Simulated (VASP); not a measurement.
# Li2B3 (P-3m1) in VASP: further runs

Runs on Li2B3. Level: PBE. Tasks: single point, relaxation of cell and atoms.

Everything below comes from runs of VASP 6.6.1. Logs are shortened: lines on timing, memory, paths and dates and some standing lists are left out, and cuts for length are marked.

**1. The cell of the first run**

Symmetry: P-3m1, No. 164, trigonal system. Conventional cell: a = 3.329 Å, b = 3.329 Å, c = 4.322 Å, α = 90.00°, β = 90.00°, γ = 120.00°. Li (site symmetry 3m) has 8 B at 1.95 to 2.37 Å and 3 Li at 2.27 Å within 2.6 Å. B (site symmetry -3m) has 6 Li at 2.01 Å and 6 B at 2.61 Å within 2.7 Å. B (site symmetry 3m) has 5 Li at 1.95 to 2.37 Å and 6 B at 2.08 to 2.61 Å within 2.7 Å.

**2. Single point, PBE**

Input file INCAR:

```
ALGO = Normal
EDIFF = 1E-7
ENCUT = 520
GGA = PE
ISIF = 2
ISMEAR = 0
LASPH = True
LCHARG = True
LELF = True
LREAL = False
LVHAR = True
LWAVE = False
NBANDS = 16
NELM = 80
PREC = Accurate
SIGMA = 0.1
```

Input file KPOINTS:

```
k-points
0
Gamma
  6 6 4
```

Input file POSCAR:

```
Li2B3
1.0
    3.3290871023      0.0000000000      0.0000000000
   -1.6645435512      2.8830740020      0.0000000000
    0.0000000000      0.0000000000      4.3221587644
Li B
2 3
Direct
    0.3333333333      0.6666666667      0.1388306159
    0.6666666667      0.3333333333      0.8611693841
    0.0000000000      0.0000000000      0.0000000000
    0.3333333333      0.6666666667      0.5907394745
    0.6666666667      0.3333333333      0.4092605255
```

Potentials or basis: VASP PAW PBE potentials, release 64 (Li_sv, B).

Command:

```console
> cat potpaw_PBE.64/Li_sv/POTCAR potpaw_PBE.64/B/POTCAR > POTCAR
> mpirun -np 1 vasp_std > vasp.out
```

OUTCAR:

```text
EDIFF = 1E-7
   ENCUT = 520
   GGA = PE
   ISIF = 2
   ISMEAR = 0
   LASPH = True
   LREAL = False
   NELM = 80
   PREC = Accurate

 ion  position               nearest neighbor table
   1  0.333  0.667  0.139-   4 1.95   3 2.01   3 2.01   3 2.01   5 2.25   5 2.25   5 2.25   2 2.27
                             2 2.27   2 2.27   4 2.37
   2  0.667  0.333  0.861-   5 1.95   3 2.01   3 2.01   3 2.01   4 2.25   4 2.25   4 2.25   1 2.27
                             1 2.27   1 2.27   5 2.37
   3  0.000  0.000  0.000-   1 2.01   2 2.01   2 2.01   1 2.01   2 2.01   1 2.01
   4  0.333  0.667  0.591-   1 1.95   5 2.08   5 2.08   5 2.08   2 2.25   2 2.25   2 2.25   1 2.37

   5  0.667  0.333  0.409-   2 1.95   4 2.08   4 2.08   4 2.08   1 2.25   1 2.25   1 2.25   2 2.37

  LATTYP: Found a hexagonal cell.
 ALAT       =     3.3290871023
 C/A-ratio  =     1.2983014958

  Lattice vectors:

 A1 = (   3.3290871023,   0.0000000000,   0.0000000000)
 A2 = (  -1.6645435512,   2.8830740020,   0.0000000000)
 A3 = (   0.0000000000,   0.0000000000,   4.3221587644)

Analysis of symmetry for initial positions (statically):
=====================================================================
 Subroutine PRICEL returns:
 Original cell was already a primitive cell.

 Routine SETGRP: Setting up the symmetry group for a
 hexagonal supercell.

 Subroutine GETGRP returns: Found 12 space group operations
 (whereof 12 operations were pure point group operations)
 out of a pool of 24 trial point group operations.

The static configuration has the point symmetry D_3d.

Analysis of symmetry for dynamics (positions and initial velocities):
=====================================================================
 Subroutine PRICEL returns:
 Original cell was already a primitive cell.

 Routine SETGRP: Setting up the symmetry group for a
 hexagonal supercell.

 Subroutine GETGRP returns: Found 12 space group operations
 (whereof 12 operations were pure point group operations)
 out of a pool of 24 trial point group operations.

The dynamic configuration has the point symmetry D_3d.

 Subroutine INISYM returns: Found 12 space group operations
 (whereof 12 operations are pure point group operations),
 and found     1 'primitive' translations

----------------------------------------------------------------------------------------

[... 99 lines left out ...]
   EDIFFG = 0.1E-05   stopping-criterion for IOM
   NSW    =      0    number of steps for IOM
   IBRION =     -1    ionic relax: 0-MD 1-quasi-New 2-CG
   NFREE  =      0    steps in history (QN), initial steepest desc. (CG)
   ISIF   =      2    stress and relaxation
   ISYM   =      2    0-nonsym 1-usesym 2-fastsym
   POTIM  = 0.5000    time-step for ionic-motion
   TEBEG  =    0.0;   TEEND  =   0.0 temperature during run
   PSTRESS=    0.0 pullay stress
   NELECT =      15.0000    total number of electrons
   NUPDOWN=      -1.0000    fix difference up-down
   EMIN   =  10.00;   EMAX   =-10.00  energy-range for DOS
   EFERMI =   0.00;   METHOD = LEGACY
   ISMEAR =     0;   SIGMA  =   0.10  broadening in eV -4-tet -1-fermi 0-gaus
   EFERMI_NEDOS =   21; number of points for ismear=-14 and -15
   IALGO  =     38    algorithm
   IMIX   =      4    mixing-type and parameters
     AMIX     =   0.40;   BMIX     =  1.00
     AMIX_MAG =   1.60;   BMIX_MAG =  1.00
  volume/ion in A,a.u.               =       8.30        55.99
  Fermi-wavevector in a.u.,A,eV,Ry     =   1.166303  2.203993 18.507495  1.360262
  Thomas-Fermi vector in A             =   2.302818
   LORBIT       =      0    0 simple, 1 ext, 2 COOP (PROOUT), +10 PAW based schemes
   GGA     = PE    functional components
   LHFCALC =     F    Hartree Fock is set to
   AEXX    =    0.0000 exact exchange contribution
   IVDW    =     0    specifies the selected vdW correction
   LEPSILON=     F    determine dielectric tensor
   LRPA    =     F    only Hartree local field effects (RPA)
 non-spin polarized calculation
 Gauss-broadening in eV      SIGMA  =   0.10
  energy-cutoff  :      520.00
  volume of cell :       41.48
 maximum number of plane-waves:      1134
 NGX is ok and might be reduce to    28
   NGX = 13   NGY = 13   NGZ = 17

 number of electron      15.0000003 magnetization

 Free energy of the ion-electron system (eV)
  ---------------------------------------------------
  ext. energy  EPLUGINS =         0.00000000
  ---------------------------------------------------
  free energy    TOTEN  =       -18.33055623 eV

  energy without entropy =      -18.32556783  energy(sigma->0) =      -18.32806203

 E-fermi :   4.2427     XC(G=0): -10.7681

 val. band max:        4.1609478173   @ k =   0.1667   0.0000   0.5000
 cond. band min:       4.2540935024   @ k =   0.3333   0.3333   0.0000
 fundamental gap:      0.0931456851
 Fermi energy:         4.2427330497

 k-point     1 :       0.0000    0.0000    0.0000
  band No.  band energies     occupation
      1     -40.1338      2.00000
      2     -39.9148      2.00000
      3      -6.4899      2.00000
      4      -1.0078      2.00000
      5      -0.2911      2.00000
      6       4.8159      0.00000
[... 433 lines left out ...]
      3      -1.9822      2.00000
      4      -1.9822      2.00000
      5      -1.6592      2.00000
      6      -0.1465      2.00000
[... 8 lines left out ...]
     15      16.4704      0.00000
     16      16.4704      0.00000

------------------------ aborting loop because EDIFF is reached ----------------------------------------

  FORCE on cell =-STRESS in cart. coord.  units (eV):
  Direction    XX          YY          ZZ          XY          YZ          ZX
  --------------------------------------------------------------------------------------
  -------------------------------------------------------------------------------------
  Total        0.0728574      0.0728574      0.0783069     -0.0000000      0.0000000      0.0000000
  in kB        2.8138618      2.8138618      3.0243295     -0.0000000      0.0000000      0.0000000
  external PRESSURE =       2.8840177 kB  Pullay stress =       0.0000000 kB

 VOLUME and BASIS-vectors are now :
 -----------------------------------------------------------------------------
  energy-cutoff  :      520.00
  volume of cell :       41.48
      direct lattice vectors                 reciprocal lattice vectors
     3.329087102  0.000000000  0.000000000     0.300382648  0.173426003  0.000000000
    -1.664543551  2.883074002  0.000000000     0.000000000  0.346852006  0.000000000
     0.000000000  0.000000000  4.322158764     0.000000000  0.000000000  0.231365865

 POSITION                                       TOTAL-FORCE (eV/Angst)
 -----------------------------------------------------------------------------------
     -0.00000      1.92205      0.60005        -0.000000     -0.000000      0.001549
      1.66454      0.96102      3.72211        -0.000000      0.000000     -0.001549
      0.00000      0.00000      0.00000         0.000000      0.000000      0.000000
     -0.00000      1.92205      2.55327         0.000000     -0.000000     -0.004262
      1.66454      0.96102      1.76889         0.000000      0.000000      0.004262
 -----------------------------------------------------------------------------------
    total drift:                                0.000000     -0.000000      0.000000

  FREE ENERGIE OF THE ION-ELECTRON SYSTEM (eV)
  ---------------------------------------------------
  free  energy   TOTEN  =       -18.3305562298 eV

  energy  without entropy=      -18.3255678315  energy(sigma->0) =      -18.32806203
```

OSZICAR:

```text
N       E                     dE             d eps       ncg     rms          rms(c)
DAV:   1     0.483707691577E+02    0.48371E+02   -0.64996E+03   768   0.950E+02
DAV:   2    -0.112488631291E+02   -0.59620E+02   -0.56004E+02  1032   0.207E+02
DAV:   3    -0.184931672802E+02   -0.72443E+01   -0.71952E+01  1424   0.477E+01
DAV:   4    -0.185881633805E+02   -0.94996E-01   -0.94993E-01   912   0.791E+00
DAV:   5    -0.185901986923E+02   -0.20353E-02   -0.20353E-02  1120   0.667E-01    0.326E+00
DAV:   6    -0.183808872289E+02    0.20931E+00   -0.51607E-01   936   0.400E+00    0.183E+00
DAV:   7    -0.183390946902E+02    0.41793E-01   -0.72004E-02   896   0.160E+00    0.112E+00
DAV:   8    -0.183299403749E+02    0.91543E-02   -0.58100E-02   864   0.156E+00    0.154E-01
DAV:   9    -0.183302205619E+02   -0.28019E-03   -0.20234E-03  1048   0.315E-01    0.964E-02
DAV:  10    -0.183305548085E+02   -0.33425E-03   -0.55294E-04   816   0.197E-01    0.138E-02
DAV:  11    -0.183305542152E+02    0.59332E-06   -0.19746E-05  1072   0.367E-02    0.620E-03
DAV:  12    -0.183305561964E+02   -0.19812E-05   -0.36625E-06   880   0.159E-02    0.803E-04
DAV:  13    -0.183305562298E+02   -0.33410E-07   -0.17722E-07   984   0.304E-03
   1 F= -.18330556E+02 E0= -.18328062E+02  d E =-.498840E-02
```

It took 12 s on 1 thread of Intel Xeon Platinum 8488C (Sapphire Rapids), shared host; peak memory 0.16 GiB.

Results:

* Free energy: -18.3306 eV
* Largest force: 0.004 eV/Å
* Band gap on the k mesh: zero (an odd number of electrons rules out a gap without spin polarisation)

Forces in eV/Å, atoms in the order of the input:
```
Li   0.000  0.000  0.002
Li   0.000  0.000 -0.002
B    0.000  0.000  0.000
B    0.000  0.000 -0.004
B    0.000  0.000  0.004
```

Caveat: the k points lie up to 0.36 Å⁻¹ apart, too coarse for converged energies and pressures of a metal; the cutoff is under 1.25 times the usual one of these potentials, so pressure, stress and relaxed cells hold a basis-set (Pulay) error.

**3. Relaxation of cell and atoms, PBE**

This run uses another cell than the first one, of 8.38 Å³/atom.

Input file INCAR:

```
ALGO     = Normal         # electronic algorithm
EDIFF    = 1E-6           # SCF threshold, eV
EDIFFG   = -0.04          # ionic threshold
ENCUT    = 600            # plane-wave cutoff, eV
GGA      = PE             # functional
IBRION   = 2              # ionic algorithm
ISIF     = 3              # what is computed and relaxed
ISMEAR   = 0              # smearing method
LASPH    = T              # aspherical terms in the spheres
LCHARG   = F              # write CHGCAR
LREAL    = F              # projectors in reciprocal space
LWAVE    = F              # write WAVECAR
NELM     = 80             # most SCF steps
NSW      = 90             # ionic steps
PREC     = Accurate       # precision mode
SIGMA    = 0.1            # smearing width, eV
```

KPOINTS is that of step 2.

Input file POSCAR:

```
Li2B3
1.0
    3.4226294367      0.0000000000      0.0000000000
   -1.7113147184      2.9640840399      0.0000000000
    0.0000000000      0.0000000000      4.1325094096
Li B
2 3
Direct
    0.3333333333      0.6666666667      0.1380000000
    0.6666666667      0.3333333333      0.8620000000
    0.0000000000      0.0000000000      0.0000000000
    0.3333333333      0.6666666667      0.6250000000
    0.6666666667      0.3333333333      0.3750000000
```

Potentials or basis: VASP PAW PBE potentials, release 64 (Li_sv, B).

Command:

```console
> cat potpaw_PBE.64/Li_sv/POTCAR potpaw_PBE.64/B/POTCAR > POTCAR
> mpirun -np 1 vasp_std > vasp.out
```

Run time: 48 s. Hardware: 1 thread of Intel Xeon Platinum 8488C (Sapphire Rapids), shared host; peak memory 0.16 GiB.

Results (log left out):

```yaml
Free_energy: -18.3359 eV
Relaxed_volume: 8.32 Å³/atom
Relaxed_cell: a = 3.333 Å, b = 3.333 Å, c = 4.326 Å, α = 90.00°, β = 90.00°, γ = 120.00°
Space_group_after_relaxing_to_0.1_Å: P-3m1 (No. 164)
Energy_gained_by_relaxing: 26.5 meV/atom
Ionic_steps: 10
Pressure_after_relaxing: 0.0 GPa
Largest_force_after_relaxing: 0.016 eV/Å
Band_gap_on_the_k_mesh: zero (an odd number of electrons rules out a gap without spin polarisation)
```

Forces on the atoms (eV/Å):
```
Li   0.000  0.000  0.016
Li   0.000  0.000 -0.016
B    0.000  0.000  0.000
B    0.000  0.000  0.003
B    0.000  0.000 -0.003
```

Stress tensor (GPa, compression positive):
```
-0.15  0.00  0.00
 0.00 -0.15  0.00
 0.00  0.00  0.22
```

Step by step:
```csv
step,energy change (eV),largest force (eV/Å),pressure (GPa),volume (Å³)
1,0.0000,0.5842,-3.38,41.92
2,-0.0731,0.3320,-0.96,40.85
3,-0.0927,0.1943,1.40,40.00
4,-0.0931,0.1876,1.81,39.86
5,-0.1077,0.2550,0.98,40.31
6,-0.1162,0.3181,0.11,40.85
7,-0.1260,0.1704,-0.08,41.13
8,-0.1300,0.1134,-0.22,41.46
9,-0.1320,0.0470,-0.12,41.55
10,-0.1326,0.0155,-0.03,41.62
```

Final structure:
```xyz
5
Lattice="3.3332 0.0000 0.0000 -1.6666 2.8866 0.0000 0.0000 0.0000 4.3259" Properties=species:S:1:pos:R:3 pbc="T T T"
Li    0.0000    1.9244    0.5975
Li    1.6666    0.9622    3.7284
B     0.0000    0.0000    0.0000
B     0.0000    1.9244    2.5520
B     1.6666    0.9622    1.7739
```

Levels at points of the mesh, in eV from the Fermi level:
| k point | band 6 | band 7 | band 8 | band 9 | band 10 | band 11 |
| --- | --- | --- | --- | --- | --- | --- |
| (0.00, 0.00, 0.00) | 0.57 | 0.57 | 1.34 | 1.34 | 5.48 | 5.74 |
| (0.50, 0.00, 0.00) | -2.68 | -2.44 | -1.26 | 0.26 | 2.38 | 5.52 |
| (0.00, 0.00, 0.50) | 0.84 | 1.10 | 1.88 | 1.88 | 1.96 | 5.12 |
| (0.50, 0.00, 0.50) | -3.87 | -1.03 | -0.49 | 1.80 | 2.09 | 4.56 |

Caveat: the k points lie up to 0.36 Å⁻¹ apart in the final cell, too coarse for converged energies and pressures of a metal; the cutoff is under 1.25 times the usual one of these potentials, so pressure, stress and relaxed cells hold a basis-set (Pulay) error.
